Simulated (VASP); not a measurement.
# Hf7Sc8 (a cell with a defect) in VASP: single point with LDA

Aim: the single point of Hf7Sc8 (a cell with a defect) with LDA.

All numbers are computed with VASP 6.6.1; they aren't measurements. Logs are shortened: lines on timing, memory, paths and dates and some standing lists are left out, and cuts for length are marked.

**1. The cell of the first run**

The cell holds a defect, 15 atoms: a = 6.480 Å, b = 6.480 Å, c = 10.208 Å, α = 90.00°, β = 90.00°, γ = 120.00°.

**2. Single point, LDA**

File INCAR:

```
SYSTEM = Hf7Sc8
PREC = Accurate
ENCUT = 400
EDIFF = 1E-6
ISMEAR = 1
SIGMA = 0.15
LREAL = .False.
LASPH = .True.
NELM = 120
ALGO = Normal
ISIF = 2
LWAVE = .False.
LCHARG = .False.
NBANDS = 92
GGA_COMPAT = .False.
```

File KPOINTS:

```
Automatic mesh
0
Gamma
  3 3 2
  0 0 0
```

File POSCAR:

```
Hf7Sc8
1.0
    6.4802408876      0.0000000000      0.0000000000
   -3.2401204438      5.6120532313      0.0000000000
    0.0000000000      0.0000000000     10.2082580000
Sc Hf
8 7
Direct
    0.1666666667      0.3333333333      0.0000000000
    0.1666666667      0.3333333333      0.5000000000
    0.1666666667      0.8333333333      0.0000000000
    0.1666666667      0.8333333333      0.5000000000
    0.6666666667      0.3333333333      0.0000000000
    0.6666666667      0.3333333333      0.5000000000
    0.6666666667      0.8333333333      0.0000000000
    0.6666666667      0.8333333333      0.5000000000
    0.3333333333      0.1666666667      0.7500000000
    0.3333333333      0.6666666667      0.2500000000
    0.3333333333      0.6666666667      0.7500000000
    0.8333333333      0.1666666667      0.2500000000
    0.8333333333      0.1666666667      0.7500000000
    0.8333333333      0.6666666667      0.2500000000
    0.8333333333      0.6666666667      0.7500000000
```

Potentials or basis: VASP PAW LDA potentials, release 64 (Sc_sv, Hf_pv).

On the command line:

```console
> cat potpaw_LDA.64/Sc_sv/POTCAR potpaw_LDA.64/Hf_pv/POTCAR > POTCAR
> mpirun -np 1 vasp_std > vasp.out
```

OUTCAR:

```text
SYSTEM = Hf7Sc8
   PREC = Accurate
   ENCUT = 400
   EDIFF = 1E-6
   ISMEAR = 1
   LREAL = .False.
   LASPH = .True.
   NELM = 120
   ISIF = 2

 ion  position               nearest neighbor table
   1  0.167  0.333  0.000-   9 3.16  10 3.16  11 3.16  12 3.16  13 3.16   7 3.24   3 3.24   3 3.24
                             7 3.24   5 3.24   5 3.24
   2  0.167  0.333  0.500-   9 3.16  10 3.16  11 3.16  12 3.16  13 3.16   8 3.24   4 3.24   4 3.24
                             8 3.24   6 3.24   6 3.24
   3  0.167  0.833  0.000-  10 3.16  11 3.16   9 3.16  14 3.16  15 3.16   5 3.24   1 3.24   1 3.24
                             5 3.24   7 3.24   7 3.24
   4  0.167  0.833  0.500-  10 3.16  11 3.16   9 3.16  14 3.16  15 3.16   6 3.24   2 3.24   2 3.24
                             6 3.24   8 3.24   8 3.24
   5  0.667  0.333  0.000-  12 3.16  13 3.16  14 3.16  15 3.16   9 3.16   7 3.24   3 3.24   7 3.24
                             3 3.24   1 3.24   1 3.24
   6  0.667  0.333  0.500-  12 3.16  13 3.16  14 3.16  15 3.16   9 3.16   8 3.24   4 3.24   8 3.24
                             4 3.24   2 3.24   2 3.24
   7  0.667  0.833  0.000-  14 3.16  15 3.16  12 3.16  13 3.16  10 3.16  11 3.16   1 3.24   5 3.24
                             5 3.24   1 3.24   3 3.24   3 3.24
   8  0.667  0.833  0.500-  14 3.16  15 3.16  12 3.16  13 3.16  10 3.16  11 3.16   2 3.24   6 3.24
                             6 3.24   2 3.24   4 3.24   4 3.24
   9  0.333  0.167  0.750-   1 3.16   2 3.16   3 3.16   4 3.16   5 3.16   6 3.16  11 3.24  15 3.24
                            11 3.24  15 3.24  13 3.24  13 3.24
  10  0.333  0.667  0.250-   3 3.16   4 3.16   1 3.16   2 3.16   7 3.16   8 3.16  12 3.24  12 3.24
                            14 3.24  14 3.24
  11  0.333  0.667  0.750-   3 3.16   4 3.16   1 3.16   2 3.16   7 3.16   8 3.16   9 3.24  13 3.24
                             9 3.24  13 3.24  15 3.24  15 3.24
  12  0.833  0.167  0.250-   5 3.16   6 3.16   7 3.16   8 3.16   1 3.16   2 3.16  10 3.24  14 3.24
                            14 3.24  10 3.24
  13  0.833  0.167  0.750-   5 3.16   6 3.16   7 3.16   8 3.16   1 3.16   2 3.16  11 3.24  15 3.24
                            15 3.24  11 3.24   9 3.24   9 3.24
  14  0.833  0.667  0.250-   7 3.16   8 3.16   5 3.16   6 3.16   3 3.16   4 3.16  12 3.24  12 3.24
                            10 3.24  10 3.24
  15  0.833  0.667  0.750-   7 3.16   8 3.16   5 3.16   6 3.16   3 3.16   4 3.16   9 3.24  13 3.24
                            13 3.24   9 3.24  11 3.24  11 3.24

  LATTYP: Found a hexagonal cell.
 ALAT       =     6.4802408876
 C/A-ratio  =     1.5752898969

  Lattice vectors:

 A1 = (   6.4802408876,   0.0000000000,   0.0000000000)
 A2 = (  -3.2401204438,   5.6120532313,   0.0000000000)
 A3 = (   0.0000000000,   0.0000000000,  10.2082580000)

Analysis of symmetry for initial positions (statically):
[... 157 lines left out ...]
  Thomas-Fermi vector in A             =   2.366229
   LORBIT       =      0    0 simple, 1 ext, 2 COOP (PROOUT), +10 PAW based schemes
   GGA     = CA    functional components
   LHFCALC =     F    Hartree Fock is set to
   AEXX    =    0.0000 exact exchange contribution
   IVDW    =     0    specifies the selected vdW correction
   LEPSILON=     F    determine dielectric tensor
   LRPA    =     F    only Hartree local field effects (RPA)
 non-spin polarized calculation
 Methfessel and Paxton  Order N= 1 SIGMA  =   0.15
  energy-cutoff  :      400.00
  volume of cell :      371.25
 maximum number of plane-waves:      6756
 NGX is ok and might be reduce to    42
   NGX = 21   NGY = 21   NGZ = 33

 number of electron     158.0000030 magnetization

 Free energy of the ion-electron system (eV)
  ---------------------------------------------------
  ext. energy  EPLUGINS =         0.00000000
  ---------------------------------------------------
  free energy    TOTEN  =      -125.10480678 eV

  energy without entropy =     -125.10511755  energy(sigma->0) =     -125.10491037

 E-fermi :   3.5892     XC(G=0): -10.4887

 val. band max:        3.5706655160   @ k =   0.0000   0.0000   0.0000
 cond. band min:       3.5898022215   @ k =   0.3333   0.3333   0.0000
 fundamental gap:      0.0191367056
 Fermi energy:         3.5892205308

 k-point     1 :       0.0000    0.0000    0.0000
  band No.  band energies     occupation
      1     -45.1484      2.00000
      2     -45.1483      2.00000
      3     -45.1119      2.00000
      4     -45.1119      2.00000
      5     -45.1118      2.00000
      6     -45.1118      2.00000
[... 553 lines left out ...]
     90       4.5838     -0.00000
     91       4.6088     -0.00000
 [bands above 91 left out]

------------------------ aborting loop because EDIFF is reached ----------------------------------------

  FORCE on cell =-STRESS in cart. coord.  units (eV):
  Direction    XX          YY          ZZ          XY          YZ          ZX
  --------------------------------------------------------------------------------------
  -------------------------------------------------------------------------------------
  Total      -15.7590085    -15.7590085    -19.1290407      0.0000000      0.0000000     -0.0000000
  in kB      -68.0103332    -68.0103332    -82.5542058      0.0000000      0.0000000     -0.0000000
  external PRESSURE =     -72.8582908 kB  Pullay stress =       0.0000000 kB

 VOLUME and BASIS-vectors are now :
 -----------------------------------------------------------------------------
  energy-cutoff  :      400.00
  volume of cell :      371.25
      direct lattice vectors                 reciprocal lattice vectors
     6.480240888  0.000000000  0.000000000     0.154315251  0.089093952  0.000000000
    -3.240120444  5.612053231  0.000000000     0.000000000  0.178187904  0.000000000
     0.000000000  0.000000000 10.208258000     0.000000000  0.000000000  0.097959907

 POSITION                                       TOTAL-FORCE (eV/Angst)
 -----------------------------------------------------------------------------------
      0.00000      1.87068      0.00000        -0.055558      0.032076     -0.087213
      0.00000      1.87068      5.10413        -0.055558      0.032076      0.087213
     -1.62006      4.67671      0.00000         0.000000     -0.064153     -0.087213
     -1.62006      4.67671      5.10413         0.000000     -0.064153      0.087213
      3.24012      1.87068      0.00000         0.055558      0.032076     -0.087213
      3.24012      1.87068      5.10413         0.055558      0.032076      0.087213
      1.62006      4.67671      0.00000         0.000000      0.000000      0.091691
      1.62006      4.67671      5.10413         0.000000      0.000000     -0.091691
      1.62006      0.93534      7.65619         0.000000      0.000000     -0.000000
     -0.00000      3.74137      2.55206         0.410054      0.236745     -0.000000
     -0.00000      3.74137      7.65619         0.006157      0.003555     -0.000000
      4.86018      0.93534      2.55206        -0.000000     -0.473490     -0.000000
      4.86018      0.93534      7.65619         0.000000     -0.007110     -0.000000
      3.24012      3.74137      2.55206        -0.410054      0.236745     -0.000000
      3.24012      3.74137      7.65619        -0.006157      0.003555     -0.000000
 -----------------------------------------------------------------------------------
    total drift:                               -0.000005      0.000003      0.000000

  FREE ENERGIE OF THE ION-ELECTRON SYSTEM (eV)
  ---------------------------------------------------
  free  energy   TOTEN  =      -125.1048067836 eV

  energy  without entropy=     -125.1051175498  energy(sigma->0) =     -125.10491037
```

Wall time 5.9 min (1 thread of Intel Xeon Platinum 8259CL at 2.50GHz (Skylake/Cascade Lake), shared host); peak memory 0.32 GiB.

Results:

```yaml
Free_energy: -125.1048 eV
Pressure: -7.3 GPa
Largest_force: 0.473 eV/Å
Band_gap_on_the_k_mesh: zero (bands 79 and 80 overlap by 0.25 eV)
```

Forces in eV/Å, atoms in the order of the input:
```
Sc  -0.056  0.032 -0.087
Sc  -0.056  0.032  0.087
Sc   0.000 -0.064 -0.087
Sc   0.000 -0.064  0.087
Sc   0.056  0.032 -0.087
Sc   0.056  0.032  0.087
Sc   0.000  0.000  0.092
Sc   0.000  0.000 -0.092
Hf   0.000  0.000  0.000
Hf   0.410  0.237  0.000
Hf   0.006  0.004  0.000
Hf   0.000 -0.473  0.000
Hf   0.000 -0.007  0.000
Hf  -0.410  0.237  0.000
Hf  -0.006  0.004  0.000
```

Levels at points of the mesh, in eV from the Fermi level:
```tsv
k point	band 77	band 78	band 79	band 80	band 81	band 82	band 83	band 84
(0.00, 0.00, 0.00)	-0.10	-0.08	-0.04	-0.02	-0.02	0.85	0.87	1.01
(0.00, 0.00, 0.50)	-0.29	-0.29	-0.17	-0.17	-0.13	0.60	0.70	1.30
```

Caveat: the k points lie up to 0.37 Å⁻¹ apart; spin-orbit coupling is left out, which moves the levels of the heavy elements.
